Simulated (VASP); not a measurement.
## CaO: single point with HSE06

The system is CaO.

```
Ca O
1.0
     0.00000    2.42306    2.42306
     2.42306    0.00000    2.42306
     2.42306    2.42306    0.00000
Ca O
1 1
Direct
  0.00000 0.00000 0.00000
  0.50000 0.50000 0.50000
```

```json
{"Program": "VASP 6.6.1", "Task": "single point", "Functional": "HSE06", "Potentials or basis": "VASP PAW PBE potentials, release 64 (Ca_sv, O)", "Cutoff": "520 eV", "k mesh": "6 × 6 × 6", "Occupations": "gaussian, width 0.02 eV", "Spin": "no spin polarisation", "Dipole correction": "no", "Grid for exact exchange (PRECFOCK)": "Normal", "Further INCAR settings": "ALGO = Normal; EDIFF = 1e-06; NBANDS = 15", "Share of exact exchange": "0.25", "Screening parameter": "0.2079 1/Å"}
```

The pressure is -2.6 GPa and the band gap on the k mesh is 5.30 eV (least direct gap 5.72 eV).

Levels at points of the mesh, in eV from the valence-band top:
```
           k point  band 5  band 6  band 7  band 8  band 9  band 10  band 11  band 12
(0.00, 0.00, 0.00)  -16.99    0.00    0.00    0.00    6.01     8.12     8.12     8.12
(0.50, 0.00, 0.00)  -15.70   -2.75   -1.21   -1.21    8.91     9.86    10.45    10.45
(0.50, 0.50, 0.00)  -16.73   -1.45   -0.43   -0.43    5.30     9.94    10.99    11.75
```

Wall time 47 min on 1 thread of Intel Xeon 8259CL, on a shared host, peak memory 0.27 GiB.

Caveat: the PAW data sets were made with another functional, which shifts forces and pressure a little. A k mesh can miss the band edges.
